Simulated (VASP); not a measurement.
A run of VASP 6.6.1 is set up as follows.

Contents of INCAR:

```
SYSTEM = Sb
PREC = Accurate
ENCUT = 520
EDIFF = 1E-7
ISMEAR = -1
SIGMA = 0.1
LREAL = .FALSE.
LASPH = .TRUE.
NELM = 60
ALGO = Normal
ISIF = 2
LWAVE = .FALSE.
LCHARG = .FALSE.
GGA = CA
NBANDS = 12
```

KPOINTS

```
Automatic mesh
0
G
  10 10 10
  0 0 0
```

The input POSCAR:

```
Sb
1.0
    0.0000000000      3.1622622610      3.1622622610
    3.1622622610      0.0000000000      3.1622622610
    3.1622622610      3.1622622610      0.0000000000
Sb
2
Direct
   -0.1250000000     -0.1250000000     -0.1250000000
    0.1250000000      0.1250000000      0.1250000000
```

Potentials or basis: VASP PAW LDA potentials, release 64 (Sb).

The run is started by

```console
$ cat potpaw_LDA.64/Sb/POTCAR > POTCAR
$ mpirun -np 1 vasp_std > vasp.out
```

Question: What does it give for the pressure?

Answer: 13.5 GPa.

Question: Predict the band gap on the k mesh.

Answer: Zero (band 5 reaches 7.71 eV, above the bottom of band 6 at 5.90 eV).

Caveat: spin-orbit coupling is left out, which moves the levels of the heavy elements.
